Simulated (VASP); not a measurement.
# Mo (P6/mmm) in VASP: notebook

Runs on Mo. Level: BLYP. Tasks: single point.

Program: VASP 6.6.1. These are calculated values, not measurements. Logs are shortened: lines on timing, memory, paths and dates and some standing lists are left out, and cuts for length are marked.

### 1 The cell of the first run

The structure is hexagonal, space group P6/mmm (No. 191). The conventional cell has a = 4.541 Å, b = 4.541 Å, c = 2.483 Å, α = 90.00°, β = 90.00°, γ = 120.00°. Mo (site symmetry 6/mmm) has 14 Mo at 2.48 to 2.90 Å within 3.3 Å. Mo (site symmetry -6m2) has 11 Mo at 2.48 to 2.90 Å within 3.3 Å.

### 2 Single point, BLYP (volume scaled by 0.88)

File INCAR:

```
AGGAC = 1.0
AGGAX = 1.0
ALDAC = 0.0
ALDAX = 1.0
ALGO = Normal
EDIFF = 1E-6
ENCUT = 520
GGA = B5
ISIF = 2
ISMEAR = -1
LASPH = True
LCHARG = False
LREAL = False
LWAVE = False
NBANDS = 28
NELM = 100
PREC = Accurate
SIGMA = 0.1
```

File KPOINTS:

```
k-points
0
Gamma
  9 9 14
```

File POSCAR:

```
Mo
1.0
    4.5408163410      0.0000000000      0.0000000000
   -2.2704081705      3.9324623053      0.0000000000
    0.0000000000      0.0000000000      2.4834118626
Mo
3
Direct
    0.0000000000      1.0000000000      1.0000000000
    0.3333333333      0.6666666667      0.5000000000
    0.6666666667      0.3333333333      0.5000000000
```

Potentials or basis: VASP PAW PBE potentials, release 64 (Mo_sv).

Run with:

```bash
cat potpaw_PBE.64/Mo_sv/POTCAR > POTCAR
mpirun -np 1 vasp_std > vasp.out
```

OUTCAR:

```text
EDIFF = 1E-6
   ENCUT = 520
   GGA = B5
   ISIF = 2
   ISMEAR = -1
   LASPH = True
   LREAL = False
   NELM = 100
   PREC = Accurate

 ion  position               nearest neighbor table
   1  0.000  0.000  0.000-   2 2.90   3 2.90   2 2.90   3 2.90   3 2.90   3 2.90   2 2.90   2 2.90
                             3 2.90   3 2.90   2 2.90   2 2.90
   2  0.333  0.667  0.500-   3 2.62   3 2.62   3 2.62   1 2.90   1 2.90   1 2.90   1 2.90   1 2.90
                             1 2.90
   3  0.667  0.333  0.500-   2 2.62   2 2.62   2 2.62   1 2.90   1 2.90   1 2.90   1 2.90   1 2.90
                             1 2.90

  LATTYP: Found a hexagonal cell.
 ALAT       =     4.5408163410
 C/A-ratio  =     0.5469086781

  Lattice vectors:

 A1 = (   4.5408163410,   0.0000000000,   0.0000000000)
 A2 = (  -2.2704081705,   3.9324623053,   0.0000000000)
 A3 = (   0.0000000000,   0.0000000000,   2.4834118626)

Analysis of symmetry for initial positions (statically):
=====================================================================
 Subroutine PRICEL returns:
 Original cell was already a primitive cell.

 Routine SETGRP: Setting up the symmetry group for a
 hexagonal supercell.

 Subroutine GETGRP returns: Found 24 space group operations
 (whereof 24 operations were pure point group operations)
 out of a pool of 24 trial point group operations.

The static configuration has the point symmetry D_6h.

Analysis of symmetry for dynamics (positions and initial velocities):
=====================================================================
 Subroutine PRICEL returns:
 Original cell was already a primitive cell.

 Routine SETGRP: Setting up the symmetry group for a
 hexagonal supercell.

 Subroutine GETGRP returns: Found 24 space group operations
 (whereof 24 operations were pure point group operations)
 out of a pool of 24 trial point group operations.

The dynamic configuration has the point symmetry D_6h.

 Subroutine INISYM returns: Found 24 space group operations
 (whereof 24 operations are pure point group operations),
 and found     1 'primitive' translations

----------------------------------------------------------------------------------------

                                     Primitive cell

  volume of cell :      44.3453

  direct lattice vectors                    reciprocal lattice vectors
     4.540816341  0.000000000  0.000000000     0.220224718  0.127146800  0.000000000
    -2.270408171  3.932462305  0.000000000     0.000000000  0.254293601  0.000000000
     0.000000000  0.000000000  2.483411863     0.000000000  0.000000000  0.402671830

  length of vectors
     4.540816341  4.540816341  2.483411863     0.254293601  0.254293601  0.402671830

  position of ions in fractional coordinates (direct lattice)
     0.000000000  0.000000000  0.000000000
     0.333333333  0.666666667  0.500000000
     0.666666667  0.333333333  0.500000000

  ion indices of the primitive-cell ions
   primitive index   ion index
                 1           1
                 2           2
                 3           3

----------------------------------------------------------------------------------------

 KPOINTS: k-points

Automatic generation of k-mesh.
 Grid dimensions read from file:
 generate k-points for:    9    9   14

 Generating k-lattice:

  Cartesian coordinates                     Fractional coordinates (reciprocal lattice)
     0.024469413  0.014127422  0.000000000     0.111111111  0.000000000  0.000000000
     0.000000000  0.028254845  0.000000000     0.000000000  0.111111111  0.000000000
     0.000000000  0.000000000  0.028762274     0.000000000  0.000000000  0.071428571

  Length of vectors
     0.028254845  0.028254845  0.028762274

  Shift w.r.t. Gamma in fractional coordinates (k-lattice)
     0.000000000  0.000000000  0.000000000

 Subroutine IBZKPT returns following result:
 ===========================================

 Found     96 irreducible k-points:

 Following reciprocal coordinates:
            Coordinates               Weight
  0.000000  0.000000  0.000000      1.000000
  0.111111  0.000000  0.000000      6.000000
  0.222222  0.000000  0.000000      6.000000
  0.333333 -0.000000  0.000000      6.000000
  0.444444  0.000000  0.000000      6.000000
  0.111111  0.111111  0.000000      6.000000
[... 16 lines left out ...]
  0.333333  0.222222  0.071429     24.000000
  0.333333  0.333333  0.071429      4.000000
 [... further k-points ...]
   k-points           NKPTS =     96   k-points in BZ     NKDIM =     96   number of bands    NBANDS=     28
   number of dos      NEDOS =    301   number of ions     NIONS =      3
   total plane-waves  NPLWV =  23328
   dimension x,y,z NGX =    36 NGY =   36 NGZ =   18
   dimension x,y,z NGXF=    72 NGYF=   72 NGZF=   36
   ions per type =               3
   NGX,Y,Z   is equivalent  to a cutoff of  13.18, 13.18, 12.05 a.u.
   NGXF,Y,Z  is equivalent  to a cutoff of  26.36, 26.36, 24.10 a.u.
 SYSTEM =  unknown system
   PREC   = accura    normal or accurate (medium, high low for compatibility)
   ISTART =      0    job   : 0-new  1-cont  2-samecut
   ICHARG =      2    charge: 1-file 2-atom 10-const
   ISPIN  =      1    spin polarized calculation?
   LNONCOLLINEAR =      F non collinear calculations
   LSORBIT =      F    spin-orbit coupling
   LASPH  =      T    aspherical Exc in radial PAW
   ENCUT  =  520.0 eV  38.22 Ry    6.18 a.u.   8.44  8.44  4.62*2*pi/ulx,y,z
   NELM   =    100;   NELMIN=  2; NELMDL= -5     # of ELM steps
   EDIFF  = 0.1E-05   stopping-criterion for ELM
   LREAL  =      F    real-space projection
   EDIFFG = 0.1E-04   stopping-criterion for IOM
   NSW    =      0    number of steps for IOM
   IBRION =     -1    ionic relax: 0-MD 1-quasi-New 2-CG
   NFREE  =      0    steps in history (QN), initial steepest desc. (CG)
   ISIF   =      2    stress and relaxation
   ISYM   =      2    0-nonsym 1-usesym 2-fastsym
   POTIM  = 0.5000    time-step for ionic-motion
   TEBEG  =    0.0;   TEEND  =   0.0 temperature during run
   PSTRESS=    0.0 pullay stress
   NELECT =      42.0000    total number of electrons
   NUPDOWN=      -1.0000    fix difference up-down
   EMIN   =  10.00;   EMAX   =-10.00  energy-range for DOS
   EFERMI =   0.00;   METHOD = LEGACY
   ISMEAR =    -1;   SIGMA  =   0.10  broadening in eV -4-tet -1-fermi 0-gaus
   EFERMI_NEDOS =   21; number of points for ismear=-14 and -15
   IALGO  =     38    algorithm
   IMIX   =      4    mixing-type and parameters
     AMIX     =   0.40;   BMIX     =  1.00
     AMIX_MAG =   1.60;   BMIX_MAG =  1.00
  volume/ion in A,a.u.               =      14.78        99.75
  Fermi-wavevector in a.u.,A,eV,Ry     =   1.607714  3.038139 35.167589  2.584745
  Thomas-Fermi vector in A             =   2.703699
   LORBIT       =      0    0 simple, 1 ext, 2 COOP (PROOUT), +10 PAW based schemes
   GGA     = B5    functional components
   LHFCALC =     F    Hartree Fock is set to
   AEXX    =    0.0000 exact exchange contribution
   IVDW    =     0    specifies the selected vdW correction
   LEPSILON=     F    determine dielectric tensor
   LRPA    =     F    only Hartree local field effects (RPA)
 non-spin polarized calculation
  energy-cutoff  :      520.00
  volume of cell :       44.35
 maximum number of plane-waves:      1227
 NGX is ok and might be reduce to    36
   NGX = 17   NGY = 17   NGZ =  9

 number of electron      41.9999990 magnetization

 Free energy of the ion-electron system (eV)
  ---------------------------------------------------
  ext. energy  EPLUGINS =         0.00000000
  ---------------------------------------------------
  free energy    TOTEN  =       -26.85587349 eV

  energy without entropy =      -26.74041407  energy(sigma->0) =      -26.79814378

 E-fermi :  13.8827     XC(G=0): -13.0220

 val. band max:       13.8670482104   @ k =   0.3333   0.2222   0.2143
 cond. band min:      13.8937234824   @ k =   0.2222   0.0000   0.1429
 fundamental gap:      0.0266752720
 Fermi energy:        13.8827233245

 k-point     1 :       0.0000    0.0000    0.0000
  band No.  band energies     occupation
      1     -47.0369      2.00000
      2     -46.7810      2.00000
      3     -46.5924      2.00000
      4     -21.4337      2.00000
      5     -21.4337      2.00000
      6     -21.3524      2.00000
[... 20 lines left out ...]
     27      18.5630      0.00000
     28      18.5630      0.00000

 k-point     2 :       0.1111    0.0000    0.0000
  band No.  band energies     occupation
      1     -47.0286      2.00000
      2     -46.7823      2.00000
      3     -46.6000      2.00000
      4     -21.5565      2.00000
      5     -21.5272      2.00000
      6     -21.2175      2.00000
[... 20 lines left out ...]
     27      18.3404      0.00000
     28      18.5268      0.00000

 k-point     3 :       0.2222    0.0000    0.0000
  band No.  band energies     occupation
      1     -47.0063      2.00000
      2     -46.7847      2.00000
      3     -46.6212      2.00000
      4     -21.6866      2.00000
      5     -21.5634      2.00000
      6     -21.0528      2.00000
[... 20 lines left out ...]
     27      17.7732      0.00000
     28      18.4161      0.00000

 k-point     4 :       0.3333   -0.0000    0.0000
  band No.  band energies     occupation
      1     -46.9786      2.00000
      2     -46.7845      2.00000
      3     -46.6507      2.00000
      4     -21.7810      2.00000
      5     -21.4980      2.00000
      6     -20.9293      2.00000
[... 578 lines left out ...]
     27      17.3809      0.00000
     28      17.8786      0.00000

 k-point    23 :       0.3333    0.2222    0.0714
  band No.  band energies     occupation
      1     -46.9382      2.00000
      2     -46.7464      2.00000
      3     -46.6847      2.00000
      4     -21.6571      2.00000
      5     -21.4546      2.00000
      6     -21.2412      2.00000
[... 20 lines left out ...]
     27      17.4762      0.00000
     28      17.7191      0.00000

 k-point    24 :       0.3333    0.3333    0.0714
  band No.  band energies     occupation
      1     -46.9345      2.00000
      2     -46.7174      2.00000
      3     -46.7174      2.00000
      4     -21.5432      2.00000
      5     -21.4281      2.00000
      6     -21.4281      2.00000
[... 20 lines left out ...]
     27      17.1189      0.00000
     28      17.7617      0.00000

 [... further k-points ...]
[... 5 lines left out ...]
  --------------------------------------------------------------------------------------
  -------------------------------------------------------------------------------------
  Total        9.8755311      9.8755311     10.9522537      0.0000000      0.0000000      0.0000000
  in kB      356.7991290    356.7991290    395.7007039      0.0000000      0.0000000      0.0000000
  external PRESSURE =     369.7663206 kB  Pullay stress =       0.0000000 kB

 VOLUME and BASIS-vectors are now :
 -----------------------------------------------------------------------------
  energy-cutoff  :      520.00
  volume of cell :       44.35
      direct lattice vectors                 reciprocal lattice vectors
     4.540816341  0.000000000  0.000000000     0.220224718  0.127146800  0.000000000
    -2.270408171  3.932462305  0.000000000     0.000000000  0.254293601  0.000000000
     0.000000000  0.000000000  2.483411863     0.000000000  0.000000000  0.402671830

 POSITION                                       TOTAL-FORCE (eV/Angst)
 -----------------------------------------------------------------------------------
      0.00000      0.00000      0.00000         0.000000      0.000000      0.000000
     -0.00000      2.62164      1.24171        -0.000000      0.000000      0.000000
      2.27041      1.31082      1.24171         0.000000     -0.000000     -0.000000
 -----------------------------------------------------------------------------------
    total drift:                                0.000000      0.000000     -0.000000

  FREE ENERGIE OF THE ION-ELECTRON SYSTEM (eV)
  ---------------------------------------------------
  free  energy   TOTEN  =       -26.8558734925 eV

  energy  without entropy=      -26.7404140664  energy(sigma->0) =      -26.79814378
```

Run time: 50 s. Hardware: 1 thread of Intel Xeon Platinum 8559C (Emerald Rapids), shared host; peak memory 0.21 GiB.

Results:

| Property | Result |
| --- | --- |
| Free energy | -26.8559 eV |
| Pressure | 37.0 GPa |
| Band gap on the k mesh | zero (band 21 reaches 14.82 eV, above the bottom of band 22 at 13.18 eV) |

Caveat: the PAW data sets were made with another functional, which shifts forces and pressure a little.

[end of part 1 of 2]
